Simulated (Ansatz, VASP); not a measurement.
## SnO2: VASP beside Ansatz

File POSCAR:

```
SnO2
1.0
    4.7602164758      0.0000000000      0.0000000000
    0.0000000000      4.7602164758      0.0000000000
    0.0000000000      0.0000000000      3.2005650987
Sn O
2 4
Direct
   -0.0420148960      0.0000000000      0.0000000000
    0.5000000000      0.5000000000      0.5000000000
    0.3058934984      0.3058934984      0.0000000000
    0.1941065016      0.8058934984      0.5000000000
    0.6941065016      0.6941065016      0.0000000000
    0.8058934984      0.1941065016      0.5000000000
```

The input INCAR.step1:

```
SYSTEM = SnO2
ALGO = Normal
EDIFF = 1E-4
ENCUT = 520
GGA = PE
ISMEAR = 0
LASPH = .TRUE.
LCHARG = .FALSE.
LREAL = .FALSE.
LWAVE = .TRUE.
NBANDS = 35
NELM = 60
PREC = Accurate
SIGMA = 0.05
```

The input INCAR.step2:

```
SYSTEM = SnO2
ALGO = Normal
EDIFF = 1E-7
ENCUT = 520
ISIF = 2
ISMEAR = 0
ISTART = 1
LASPH = .TRUE.
LCHARG = .FALSE.
LMIXTAU = .TRUE.
LREAL = .FALSE.
LWAVE = .FALSE.
METAGGA = R2SCAN
NBANDS = 35
NELM = 60
PREC = Accurate
SIGMA = 0.05
```

Contents of KPOINTS:

```
k-points
0
G
  6 6 8
  0 0 0
```

Input for Ansatz:

```yaml
crystal:
  lattice:
    - [4.7602164758, 0.0, 0.0]
    - [0.0, 4.7602164758, 0.0]
    - [0.0, 0.0, 3.2005650987]
  atoms:
    - { symbol: Sn, position: [-0.042014896, 0.0, 0.0] }
    - { symbol: Sn, position: [0.5, 0.5, 0.5] }
    - { symbol: O, position: [0.3058934984, 0.3058934984, 0.0] }
    - { symbol: O, position: [0.1941065016, 0.8058934984, 0.5] }
    - { symbol: O, position: [0.6941065016, 0.6941065016, 0.0] }
    - { symbol: O, position: [0.8058934984, 0.1941065016, 0.5] }
basis:
  ecutwfc: 500
kpoints:
  mp_grid: { grid: [6, 6, 8] }
hamiltonian:
  xc: r2scan
scf:
  occupations: { method: gaussian, width: 0.05 }
output:
  forces: true
  stress: true
  eigenvalues: true
```

Alike in both runs: task single point; functional r2SCAN; k mesh 6 × 6 × 8; occupations gaussian, width 0.05 eV; no spin polarisation.

|  | VASP | Ansatz |
| --- | --- | --- |
| version | VASP 6.6.1 | Ansatz 0.2.0 |
| potentials or method | VASP PAW PBE potentials, release 64 (Sn_d, O), cutoff 520 eV | scalar-relativistic, plane waves, PAW |
| valence electrons in the cell | 52 | 52 |

VASP gave:

```
gap on the k mesh at the Fermi level (eV)                     : 1.43
least direct gap on the mesh (eV)                             : 1.43
pressure (GPa)                                                : 3.6
traceless stress, the component that is largest in VASP (GPa) : -2.75
rms of the force components (eV/Å)                            : 1.371
```

Question: What did Ansatz give for the same quantities?

Answer: gap on the k mesh at the Fermi level (eV): 1.41; least direct gap on the mesh (eV): 1.41; pressure (GPa): 2.4; traceless stress, the component that is largest in VASP (GPa): -2.53; rms of the force components (eV/Å): 1.343.

VASP's potentials were made for PBE, not for r2SCAN. Atom by atom the forces differ by 0.036 eV/Å (rms over components).
